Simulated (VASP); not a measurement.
# ZrO2 (Fm-3m) in VASP: a series of runs, part 2 of 2

VASP 6.6.1.

**4. Relaxation of cell and atoms, PBE, target pressure 8 GPa, at which the enthalpy is minimised**

INCAR reads:

```
SYSTEM = ZrO2
PREC = Accurate ; ENCUT = 600
EDIFF = 1E-7 ; ISMEAR = 0
SIGMA = 0.01 ; LREAL = .FALSE.
LASPH = .TRUE. ; NELM = 120
ALGO = Normal ; ISIF = 3
LWAVE = .FALSE. ; LCHARG = .FALSE.
GGA = PE ; IBRION = 2
NSW = 80 ; EDIFFG = -0.01
PSTRESS = 80.0 ; GGA_COMPAT = .FALSE.
NELMIN = 4
```

KPOINTS reads:

```
Automatic mesh
0
G
  8 8 8
  0 0 0
```

POSCAR reads:

```
ZrO2
1.0
    0.0000000000      2.5350000000      2.5350000000
    2.5350000000      0.0000000000      2.5350000000
    2.5350000000      2.5350000000      0.0000000000
Zr O
1 2
Direct
    0.0000000000      0.0000000000      0.0000000000
    0.2500000000      0.2500000000      0.2500000000
    0.7500000000      0.7500000000      0.7500000000
```

Potentials or basis: VASP PAW PBE potentials, release 64 (Zr_sv, O).

Launch:

```
> cat potpaw_PBE.64/Zr_sv/POTCAR potpaw_PBE.64/O/POTCAR > POTCAR
> mpirun -np 1 vasp_std > vasp.out
```

OUTCAR:

```text
SYSTEM = ZrO2
   PREC = Accurate
   ENCUT = 600
   EDIFF = 1E-7
   ISMEAR = 0
   LREAL = .FALSE.
   LASPH = .TRUE.
   NELM = 120
   ISIF = 3
   GGA = PE
   IBRION = 2
   NSW = 80
   EDIFFG = -0.01
   PSTRESS = 80.0
   NELMIN = 4

 ion  position               nearest neighbor table
   1  0.000  0.000  0.000-   3 2.20   3 2.20   3 2.20   2 2.20   3 2.20   2 2.20   2 2.20   2 2.20

   2  0.250  0.250  0.250-   1 2.20   1 2.20   1 2.20   1 2.20
   3  0.750  0.750  0.750-   1 2.20   1 2.20   1 2.20   1 2.20

  LATTYP: Found a face centered cubic cell.
 ALAT       =     5.0700000000

  Lattice vectors:

 A1 = (   0.0000000000,   2.5350000000,   2.5350000000)
 A2 = (   2.5350000000,   0.0000000000,   2.5350000000)
 A3 = (   2.5350000000,   2.5350000000,   0.0000000000)

Analysis of symmetry for initial positions (statically):
=====================================================================
 Subroutine PRICEL returns:
 Original cell was already a primitive cell.

 Routine SETGRP: Setting up the symmetry group for a
 face centered cubic supercell.

 Subroutine GETGRP returns: Found 48 space group operations
[... 175 lines left out ...]
  --------------------------------------------------------------------------------------
  -------------------------------------------------------------------------------------
  Total        1.3941365      1.3941365      1.3941365     -0.0000000      0.0000000     -0.0000000
  in kB       68.5570321     68.5570321     68.5570321     -0.0000000      0.0000000     -0.0000000
  external PRESSURE =     -11.4429679 kB  Pullay stress =      80.0000000 kB
[... 65 lines left out ...]
--------------------------------------- Ionic step        3  -------------------------------------------

 number of electron      23.9999997 magnetization

 Free energy of the ion-electron system (eV)
  ---------------------------------------------------
  ext. energy  EPLUGINS =         0.00000000
  ---------------------------------------------------
  free energy    TOTEN  =       -28.54530640 eV

  energy without entropy =      -28.54530640  energy(sigma->0) =      -28.54530640

 E-fermi :   7.4971     XC(G=0): -11.8694

 val. band max:        7.4047620757   @ k =   0.5000   0.5000   0.0000
 cond. band min:      10.8031954236   @ k =   0.0000   0.0000   0.0000
 fundamental gap:      3.3984333479
 Fermi energy:         7.4970997109

 k-point     1 :       0.0000    0.0000    0.0000
  band No.  band energies     occupation
      1     -40.6068      2.00000
      2     -18.4291      2.00000
      3     -18.4291      2.00000
      4     -18.4291      2.00000
      5     -10.8682      2.00000
      6      -8.2521      2.00000
[... 433 lines left out ...]
      3     -18.7260      2.00000
      4     -18.5466      2.00000
      5      -9.4794      2.00000
      6      -8.8267      2.00000
[... 8 lines left out ...]
     15      13.6933      0.00000
     16      14.8846      0.00000

 [... further k-points ...]

------------------------ aborting loop because EDIFF is reached ----------------------------------------

  FORCE on cell =-STRESS in cart. coord.  units (eV):
  Direction    XX          YY          ZZ          XY          YZ          ZX
  --------------------------------------------------------------------------------------
  -------------------------------------------------------------------------------------
  Total        1.6196340      1.6196340      1.6196340      0.0000000      0.0000000     -0.0000000
  in kB       79.9883972     79.9883972     79.9883972      0.0000000      0.0000000     -0.0000000
  external PRESSURE =      -0.0116028 kB  Pullay stress =      80.0000000 kB
[... 22 lines left out ...]
  energy  without entropy=      -28.5453063998  energy(sigma->0) =      -28.54530640

  enthalpy is  TOTEN    =       -26.9254374592 eV   P V=        1.6198689406

 reached required accuracy - stopping structural energy minimisation
```

Wall time 31 s (1 thread of AMD EPYC 9R45 (Zen 5), shared host); peak memory 0.15 GiB.

What came out:

| Quantity | Value |
| --- | --- |
| Free energy | -28.5453 eV |
| Relaxed volume | 10.81 Å³/atom |
| Relaxed cell | a = 3.580 Å, b = 3.580 Å, c = 3.580 Å, α = 60.00°, β = 60.00°, γ = 60.00° |
| Space group after relaxing (to 0.1 Å) | Fm-3m (No. 225) |
| Energy change on relaxing (the run minimises the enthalpy) | +2.2 meV/atom |
| Ionic steps | 3 |
| Pressure after relaxing | 8.0 GPa |
| Band gap on the k mesh | 3.40 eV (least direct gap 3.86 eV) |

Step by step:
```tsv
step	energy change (eV)	largest force (eV/Å)	pressure (GPa)	volume (Å³)
1	0.0000	0.0000	6.86	32.58
2	0.0190	0.0000	9.90	32.22
3	0.0065	0.0000	8.00	32.44
```

Final structure:
```
Zr O
1.0
     0.00000    2.53138    2.53138
     2.53138    0.00000    2.53138
     2.53138    2.53138    0.00000
Zr O
1 2
Direct
  0.00000 0.00000 0.00000
  0.25000 0.25000 0.25000
  0.75000 0.75000 0.75000
```

Levels at points of the mesh, in eV from the valence-band top:
```
           k point  band 10  band 11  band 12  band 13  band 14  band 15
(0.00, 0.00, 0.00)    -0.54    -0.54    -0.54     3.40     3.40     6.70
(0.50, 0.00, 0.00)    -2.49    -1.65    -1.65     4.06     4.06     6.23
(0.50, 0.50, 0.00)    -1.53    -1.53     0.00     3.86     4.83     5.98
```

Caveat: the cell is relaxed towards a set pressure, so the run minimises the enthalpy, not the energy.

**5. Summary**

| cell | gap on the mesh (eV) | pressure (GPa) |
| --- | --- | --- |
| relaxed to 4 GPa | 3.36 | 4.0 |
| relaxed to 6 GPa | 3.38 | 6.0 |
| relaxed to 8 GPa | 3.40 | 8.0 |

Alike in all rows: task relaxation of cell and atoms; level PBE; potentials or basis VASP PAW PBE potentials, release 64 (Zr_sv, O); no spin polarisation; k mesh 8 × 8 × 8; cutoff (eV) 600; smearing gaussian 0.01 eV.

Caveats: the cell is relaxed towards a set pressure, so the run minimises the enthalpy, not the energy.

Total energies depend on the potentials used, so only differences within one code and one set of settings carry meaning.
